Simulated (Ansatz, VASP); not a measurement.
One calculation of SiW6, two programs

INCAR

```
PREC     = Accurate       # precision mode
ENCUT    = 520            # plane-wave cutoff, eV
EDIFF    = 1E-6           # SCF threshold, eV
ISMEAR   = 0              # smearing method
SIGMA    = 0.1            # smearing width, eV
LREAL    = F              # projectors in reciprocal space
LASPH    = T              # aspherical terms in the spheres
NELM     = 60             # most SCF steps
ALGO     = Normal         # electronic algorithm
ISIF     = 2              # what is computed and relaxed
LWAVE    = F              # write WAVECAR
LCHARG   = F              # write CHGCAR
LDIPOL   = T            
IDIPOL   = 3            
DIPOL    = 0.5 0.5 0.316
GGA      = PE             # functional
IVDW     = 12             # dispersion correction
NBANDS   = 53             # bands
```

Contents of KPOINTS:

```
regular mesh
0
Gamma
  6 6 1
```

The input POSCAR:

```
SiW6
1.0
    4.4682526324      0.0000000000      0.0000000000
   -2.2341263162      3.8696202902      0.0000000000
    0.0000000000      0.0000000000     21.7259061349
W Si
6 1
Direct
    0.6666666667      0.3333333333      0.1841119986
    0.3333333333      0.6666666667      0.2260931360
    0.0000000000      0.0000000000      0.2680742733
    0.6666666667      0.3333333333      0.3070897866
    0.3333333333      0.6666666667      0.3466976876
    0.0000000000      0.0000000000      0.3832248047
    0.0000000000      0.6666666667      0.4982948038
```

Input for Ansatz:

```yaml
crystal:
  lattice:
    - [4.4682526324, 0.0, 0.0]
    - [-2.2341263162, 3.8696202902, 0.0]
    - [0.0, 0.0, 21.7259061349]
  atoms:
    - { symbol: W, position: [0.6666666667, 0.3333333333, 0.1841119986] }
    - { symbol: W, position: [0.3333333333, 0.6666666667, 0.226093136] }
    - { symbol: W, position: [0.0, 0.0, 0.2680742733] }
    - { symbol: W, position: [0.6666666667, 0.3333333333, 0.3070897866] }
    - { symbol: W, position: [0.3333333333, 0.6666666667, 0.3466976876] }
    - { symbol: W, position: [0.0, 0.0, 0.3832248047] }
    - { symbol: Si, position: [0.0, 0.6666666667, 0.4982948038] }
basis:
  ecutwfc: 420
kpoints:
  mp_grid: { grid: [6, 6, 1] }
hamiltonian:
  xc: pbe
  pseudopotentials: { kind: paw, azcp: { folder: soft_1 } }
  dispersion: d3bj
scf:
  occupations: { method: gaussian, width: 0.1 }
output:
  forces: true
  eigenvalues: true
efield:
  axis: 3
  dipole_correction: true
  ramp_width: 0.04
```

Alike in both runs: task single point; functional PBE; dispersion D3(BJ); k mesh 6 × 6 × 1; occupations gaussian, width 0.1 eV; no spin polarisation.

|  | VASP | Ansatz |
| --- | --- | --- |
| version | VASP 6.6.1 | Ansatz 0.2.0 |
| potentials or method | VASP PAW PBE potentials, release 64 (W_sv, Si), cutoff 520 eV | scalar-relativistic, plane waves, PAW |
| valence electrons in the cell | 88 | 88 |

|  | VASP | Ansatz | Ansatz less VASP |
| --- | --- | --- | --- |
| gap on the k mesh at the Fermi level (eV) | none | none | - |
| rms of the force components (eV/Å) | 0.947 | 0.936 | -0.0100 |

Atom by atom the forces differ by 0.022 eV/Å (rms over components). A gap of «none» marks a metal or a gap that the smearing closes.

Spin-orbit coupling is off throughout.
